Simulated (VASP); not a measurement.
Here is a VASP 6.6.1 calculation.

The input INCAR:

```
PREC = Accurate ; ENCUT = 600
EDIFF = 1E-7 ; ISMEAR = 1
SIGMA = 0.02 ; LREAL = False
LASPH = True ; NELM = 100
ALGO = Normal ; ISIF = 3
LWAVE = False ; LCHARG = False
IBRION = 2 ; NSW = 80
EDIFFG = -0.03
```

The input KPOINTS:

```
Automatic mesh
0
Gamma
  10 10 10
```

File POSCAR:

```
LiLaSe3
1.0
    4.3200000000      0.0000000000      0.0000000000
    0.0000000000      4.3200000000      0.0000000000
    0.0000000000      0.0000000000      4.3200000000
La Li Se
1 1 3
Direct
    0.0000000000      0.0000000000      0.0000000000
    0.5000000000      0.5000000000      0.5000000000
    0.5000000000      0.5000000000      0.0000000000
    0.0000000000      0.5000000000      0.5000000000
    0.5000000000      0.0000000000      0.5000000000
```

Potentials or basis: VASP PAW LDA potentials, release 64 (La, Li_sv, Se).

Launch:

```bash
$ cat potpaw_LDA.64/La/POTCAR potpaw_LDA.64/Li_sv/POTCAR potpaw_LDA.64/Se/POTCAR > POTCAR
$ mpirun -np 1 vasp_std > vasp.out
```

Problem. What does it give for the band gap on the k mesh?

Solution. Zero (bands 16 and 17 overlap by 1.20 eV).

Problem. Estimate the relaxed volume.

Solution. 20.39 Å³/atom.

Problem. Estimate the relaxed cell.

Solution. a = 4.671 Å, b = 4.671 Å, c = 4.671 Å, α = 90.00°, β = 90.00°, γ = 90.00°.

Final structure:
```cif
data_structure
_symmetry_space_group_name_H-M 'P 1'
_symmetry_Int_Tables_number 1
_cell_length_a 4.6715
_cell_length_b 4.6715
_cell_length_c 4.6715
_cell_angle_alpha 90.000
_cell_angle_beta 90.000
_cell_angle_gamma 90.000
_cell_volume 101.94
loop_
_atom_site_label
_atom_site_type_symbol
_atom_site_fract_x
_atom_site_fract_y
_atom_site_fract_z
_atom_site_occupancy
La1 La 0.00000 0.00000 0.00000 1
Li1 Li 0.50000 0.50000 0.50000 1
Se1 Se 0.50000 0.50000 0.00000 1
Se2 Se 0.00000 0.50000 0.50000 1
Se3 Se 0.50000 0.00000 0.50000 1
```

Caveat: the cutoff is under 1.25 times the usual one of these potentials, so pressure, stress and relaxed cells hold a basis-set (Pulay) error; the volume moved by over 15 % at a fixed basis, so the end points are rough; spin-orbit coupling is left out, which moves the levels of the heavy elements.
